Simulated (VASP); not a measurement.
# PbSe (Fm-3m) in VASP: a series of runs

Runs on PbSe. Level: PBEsol+D3(BJ). Tasks: single point.

Everything below comes from runs of VASP 6.6.1. Logs are shortened: lines on timing, memory, paths and dates and some standing lists are left out, and cuts for length are marked.

## Step 1: The cell of the first run

It takes space group Fm-3m (No. 225, cubic). Conventional cell: a = 5.936 Å, b = 5.936 Å, c = 5.936 Å, α = 90.00°, β = 90.00°, γ = 90.00°. Within 3.9 Å of Pb (site symmetry m-3m) lie 6 Se at 2.97 Å. Se (site symmetry m-3m) has 6 Pb at 2.97 Å within 3.9 Å.

## Step 2: Single point, PBEsol+D3(BJ) (volume scaled by 0.96)

File INCAR:

```
ALGO     = Normal         # electronic algorithm
EDIFF    = 1E-6           # SCF threshold, eV
ENCUT    = 520            # plane-wave cutoff, eV
GGA      = PS             # functional
ISIF     = 2              # what is computed and relaxed
ISMEAR   = 0              # smearing method
IVDW     = 12             # dispersion correction
LASPH    = True           # aspherical terms in the spheres
LCHARG   = False          # write CHGCAR
LREAL    = False          # projectors in reciprocal space
LWAVE    = False          # write WAVECAR
NBANDS   = 17             # bands
NELM     = 80             # most SCF steps
PREC     = Accurate       # precision mode
SIGMA    = 0.05           # smearing width, eV
```

File KPOINTS:

```
k-points
0
Gamma
  6 6 6
```

File POSCAR:

```
PbSe
1.0
    0.0000000000      2.9679967795      2.9679967795
    2.9679967795      0.0000000000      2.9679967795
    2.9679967795      2.9679967795      0.0000000000
Pb Se
1 1
Direct
    0.5000000000      0.5000000000      0.5000000000
    0.0000000000      0.0000000000      0.0000000000
```

Potentials or basis: VASP PAW PBE potentials, release 64 (Pb_d, Se).

Run with:

```console
cat potpaw_PBE.64/Pb_d/POTCAR potpaw_PBE.64/Se/POTCAR > POTCAR
mpirun -np 1 vasp_std > vasp.out
```

OUTCAR:

```text
EDIFF = 1E-6
   ENCUT = 520
   GGA = PS
   ISIF = 2
   ISMEAR = 0
   IVDW = 12
   LASPH = True
   LREAL = False
   NELM = 80
   PREC = Accurate
 IVDW          = 12

 ion  position               nearest neighbor table
   1  0.500  0.500  0.500-   2 2.97   2 2.97   2 2.97   2 2.97   2 2.97   2 2.97
   2  0.000  0.000  0.000-   1 2.97   1 2.97   1 2.97   1 2.97   1 2.97   1 2.97

  LATTYP: Found a face centered cubic cell.
 ALAT       =     5.9359935590

  Lattice vectors:

 A1 = (   0.0000000000,   2.9679967795,   2.9679967795)
 A2 = (   2.9679967795,   0.0000000000,   2.9679967795)
 A3 = (   2.9679967795,   2.9679967795,   0.0000000000)

Analysis of symmetry for initial positions (statically):
=====================================================================
 Subroutine PRICEL returns:
 Original cell was already a primitive cell.

 Routine SETGRP: Setting up the symmetry group for a
 face centered cubic supercell.

 Subroutine GETGRP returns: Found 48 space group operations
 (whereof 48 operations were pure point group operations)
 out of a pool of 48 trial point group operations.

The static configuration has the point symmetry O_h .

Analysis of symmetry for dynamics (positions and initial velocities):
=====================================================================
 Subroutine PRICEL returns:
 Original cell was already a primitive cell.

 Routine SETGRP: Setting up the symmetry group for a
 face centered cubic supercell.

 Subroutine GETGRP returns: Found 48 space group operations
 (whereof 48 operations were pure point group operations)
 out of a pool of 48 trial point group operations.

The dynamic configuration has the point symmetry O_h .

 Subroutine INISYM returns: Found 48 space group operations
 (whereof 48 operations are pure point group operations),
 and found     1 'primitive' translations

----------------------------------------------------------------------------------------

                                     Primitive cell

  volume of cell :      52.2902

  direct lattice vectors                    reciprocal lattice vectors
     0.000000000  2.967996779  2.967996779    -0.168463795  0.168463795  0.168463795
     2.967996779  0.000000000  2.967996779     0.168463795 -0.168463795  0.168463795
     2.967996779  2.967996779  0.000000000     0.168463795  0.168463795 -0.168463795

  length of vectors
     4.197381299  4.197381299  4.197381299     0.291787852  0.291787852  0.291787852

  position of ions in fractional coordinates (direct lattice)
     0.500000000  0.500000000  0.500000000
     0.000000000  0.000000000  0.000000000

  ion indices of the primitive-cell ions
   primitive index   ion index
                 1           1
                 2           2

----------------------------------------------------------------------------------------

 KPOINTS: k-points

Automatic generation of k-mesh.
 Grid dimensions read from file:
 generate k-points for:    6    6    6

 Generating k-lattice:

  Cartesian coordinates                     Fractional coordinates (reciprocal lattice)
    -0.028077299  0.028077299  0.028077299     0.166666667  0.000000000  0.000000000
     0.028077299 -0.028077299  0.028077299     0.000000000  0.166666667  0.000000000
     0.028077299  0.028077299 -0.028077299     0.000000000  0.000000000  0.166666667

  Length of vectors
     0.048631309  0.048631309  0.048631309

  Shift w.r.t. Gamma in fractional coordinates (k-lattice)
     0.000000000  0.000000000  0.000000000

 Subroutine IBZKPT returns following result:
 ===========================================

 Found     16 irreducible k-points:

 Following reciprocal coordinates:
            Coordinates               Weight
  0.000000  0.000000  0.000000      1.000000
  0.166667  0.000000  0.000000      8.000000
  0.333333  0.000000  0.000000      8.000000
  0.500000  0.000000  0.000000      4.000000
  0.166667  0.166667  0.000000      6.000000
  0.333333  0.166667  0.000000     24.000000
[... 8 lines left out ...]
 -0.333333  0.333333  0.166667     24.000000
 -0.333333  0.500000  0.166667     12.000000
   k-points           NKPTS =     16   k-points in BZ     NKDIM =     16   number of bands    NBANDS=     17
   number of dos      NEDOS =    301   number of ions     NIONS =      2
   total plane-waves  NPLWV =  32768
   dimension x,y,z NGX =    32 NGY =   32 NGZ =   32
   dimension x,y,z NGXF=    64 NGYF=   64 NGZF=   64
   ions per type =               1   1
   NGX,Y,Z   is equivalent  to a cutoff of  12.67, 12.67, 12.67 a.u.
   NGXF,Y,Z  is equivalent  to a cutoff of  25.35, 25.35, 25.35 a.u.
 SYSTEM =  unknown system
   PREC   = accura    normal or accurate (medium, high low for compatibility)
   ISTART =      0    job   : 0-new  1-cont  2-samecut
   ICHARG =      2    charge: 1-file 2-atom 10-const
   ISPIN  =      1    spin polarized calculation?
   LNONCOLLINEAR =      F non collinear calculations
   LSORBIT =      F    spin-orbit coupling
   LASPH  =      T    aspherical Exc in radial PAW
   ENCUT  =  520.0 eV  38.22 Ry    6.18 a.u.   7.80  7.80  7.80*2*pi/ulx,y,z
   NELM   =     80;   NELMIN=  2; NELMDL= -5     # of ELM steps
   EDIFF  = 0.1E-05   stopping-criterion for ELM
   LREAL  =      F    real-space projection
   EDIFFG = 0.1E-04   stopping-criterion for IOM
   NSW    =      0    number of steps for IOM
   IBRION =     -1    ionic relax: 0-MD 1-quasi-New 2-CG
   NFREE  =      0    steps in history (QN), initial steepest desc. (CG)
   ISIF   =      2    stress and relaxation
   ISYM   =      2    0-nonsym 1-usesym 2-fastsym
   POTIM  = 0.5000    time-step for ionic-motion
   TEBEG  =    0.0;   TEEND  =   0.0 temperature during run
   PSTRESS=    0.0 pullay stress
   NELECT =      20.0000    total number of electrons
   NUPDOWN=      -1.0000    fix difference up-down
   EMIN   =  10.00;   EMAX   =-10.00  energy-range for DOS
   EFERMI =   0.00;   METHOD = LEGACY
   ISMEAR =     0;   SIGMA  =   0.05  broadening in eV -4-tet -1-fermi 0-gaus
   EFERMI_NEDOS =   21; number of points for ismear=-14 and -15
   IALGO  =     38    algorithm
   IMIX   =      4    mixing-type and parameters
     AMIX     =   0.40;   BMIX     =  1.00
     AMIX_MAG =   1.60;   BMIX_MAG =  1.00
  volume/ion in A,a.u.               =      26.15       176.44
  Fermi-wavevector in a.u.,A,eV,Ry     =   1.188351  2.245658 19.213850  1.412178
  Thomas-Fermi vector in A             =   2.324482
   LORBIT       =      0    0 simple, 1 ext, 2 COOP (PROOUT), +10 PAW based schemes
   GGA     = PS    functional components
   LHFCALC =     F    Hartree Fock is set to
   AEXX    =    0.0000 exact exchange contribution
   IVDW    =    12    specifies the selected vdW correction
   LEPSILON=     F    determine dielectric tensor
   LRPA    =     F    only Hartree local field effects (RPA)
 non-spin polarized calculation
 Gauss-broadening in eV      SIGMA  =   0.05
  energy-cutoff  :      520.00
  volume of cell :       52.29
 maximum number of plane-waves:      1420
   NGX = 15   NGY = 15   NGZ = 15

 number of electron      19.9999998 magnetization

 Free energy of the ion-electron system (eV)
  ---------------------------------------------------
  ext. energy  EPLUGINS =         0.00000000
  ---------------------------------------------------
  free energy    TOTEN  =        -8.85608175 eV

  energy without entropy =       -8.85593545  energy(sigma->0) =       -8.85600860

 E-fermi :   6.1256     XC(G=0): -10.1566

 val. band max:        6.0555268710   @ k =   0.5000   0.0000   0.0000
 cond. band min:       6.1957380517   @ k =   0.5000   0.0000   0.0000
 fundamental gap:      0.1402111807
 Fermi energy:         6.1256324609

 k-point     1 :       0.0000    0.0000    0.0000
  band No.  band energies     occupation
      1     -10.8403      2.00000
      2     -10.8403      2.00000
      3     -10.8354      2.00000
      4     -10.8354      2.00000
      5     -10.8354      2.00000
      6      -8.3550      2.00000
[... 9 lines left out ...]
     16      12.3389      0.00000
     17      13.7889      0.00000

 k-point     2 :       0.1667    0.0000    0.0000
  band No.  band energies     occupation
      1     -10.8492      2.00000
      2     -10.8492      2.00000
      3     -10.8346      2.00000
      4     -10.8240      2.00000
      5     -10.8240      2.00000
      6      -8.1103      2.00000
[... 9 lines left out ...]
     16      12.9721      0.00000
     17      15.9180      0.00000

 k-point     3 :       0.3333    0.0000    0.0000
  band No.  band energies     occupation
      1     -10.8684      2.00000
      2     -10.8684      2.00000
      3     -10.8340      2.00000
      4     -10.7998      2.00000
      5     -10.7998      2.00000
      6      -7.4869      2.00000
[... 9 lines left out ...]
     16      14.5029      0.00000
     17      18.3126      0.00000

 k-point     4 :       0.5000    0.0000    0.0000
  band No.  band energies     occupation
      1     -10.8780      2.00000
      2     -10.8780      2.00000
      3     -10.8342      2.00000
      4     -10.7876      2.00000
      5     -10.7876      2.00000
      6      -7.0457      2.00000
[... 9 lines left out ...]
     16      16.1537      0.00000
     17      16.4166      0.00000
[... 183 lines left out ...]
      1     -10.9517      2.00000
      2     -10.8455      2.00000
      3     -10.8370      2.00000
      4     -10.7962      2.00000
      5     -10.7875      2.00000
      6      -6.9569      2.00000
[... 9 lines left out ...]
     16      16.3557      0.00000
     17      16.8405      0.00000

 k-point    15 :      -0.3333    0.3333    0.1667
  band No.  band energies     occupation
      1     -10.9673      2.00000
      2     -10.8514      2.00000
      3     -10.8186      2.00000
      4     -10.8127      2.00000
      5     -10.7779      2.00000
      6      -6.6260      2.00000
[... 9 lines left out ...]
     16      17.4960      0.00000
     17      17.6171      0.00000

 k-point    16 :      -0.3333    0.5000    0.1667
  band No.  band energies     occupation
      1     -11.0143      2.00000
      2     -10.8413      2.00000
      3     -10.8333      2.00000
      4     -10.7943      2.00000
      5     -10.7695      2.00000
      6      -6.4804      2.00000
[... 9 lines left out ...]
     16      18.1252      0.00000
     17      18.8004      0.00000

------------------------ aborting loop because EDIFF is reached ----------------------------------------

 Edisp (eV)   -0.78667

 E8    (eV) :    -0.5422

  FORCE on cell =-STRESS in cart. coord.  units (eV):
  Direction    XX          YY          ZZ          XY          YZ          ZX
  --------------------------------------------------------------------------------------
  -------------------------------------------------------------------------------------
  Total       0.77087     0.77087     0.77087    -0.00000    -0.00000     0.00000
  in kB      23.61964    23.61964    23.61964    -0.00000    -0.00000     0.00000
  external pressure =       23.62 kB  Pullay stress =        0.00 kB

 VOLUME and BASIS-vectors are now :
 -----------------------------------------------------------------------------
  energy-cutoff  :      520.00
  volume of cell :       52.29
      direct lattice vectors                 reciprocal lattice vectors
     0.000000000  2.967996779  2.967996779    -0.168463795  0.168463795  0.168463795
     2.967996779  0.000000000  2.967996779     0.168463795 -0.168463795  0.168463795
     2.967996779  2.967996779  0.000000000     0.168463795  0.168463795 -0.168463795

 POSITION                                       TOTAL-FORCE (eV/Angst)
 -----------------------------------------------------------------------------------
      2.96800      2.96800      2.96800         0.000000      0.000000     -0.000000
      0.00000      0.00000      0.00000        -0.000000     -0.000000      0.000000
 -----------------------------------------------------------------------------------
    total drift:                               -0.000000     -0.000000      0.000000

  FREE ENERGIE OF THE ION-ELECTRON SYSTEM (eV)
  ---------------------------------------------------
  free  energy   TOTEN  =        -9.6427547167 eV

  energy  without entropy=       -9.6426084168  energy(sigma->0) =       -9.64268157
```

It took 9.3 s on 1 thread of AMD EPYC 7R13 (Zen 3), shared host; peak memory 0.16 GiB.

Results:

* Free energy: -9.6428 eV
* Pressure: 2.4 GPa
* Band gap on the k mesh: 0.14 eV, direct
* Dispersion energy per atom: -0.393 eV

Levels at points of the mesh, in eV from the valence-band top:
| k point | band 7 | band 8 | band 9 | band 10 | band 11 | band 12 | band 13 | band 14 |
| --- | --- | --- | --- | --- | --- | --- | --- | --- |
| (0.00, 0.00, 0.00) | -6.13 | -2.28 | -2.28 | -2.28 | 4.92 | 4.92 | 4.92 | 6.28 |
| (0.50, 0.00, 0.00) | -9.37 | -1.79 | -1.79 | 0.00 | 0.14 | 1.48 | 1.48 | 8.56 |
| (0.50, 0.50, 0.00) | -7.54 | -5.80 | -3.82 | -3.82 | 3.22 | 5.98 | 5.98 | 6.44 |

Caveat: the PAW data sets were made with another functional, which shifts forces and pressure a little; spin-orbit coupling is left out, which moves the levels of the heavy elements. A k mesh can miss the band edges.

(Continued in part 2 of 2.)
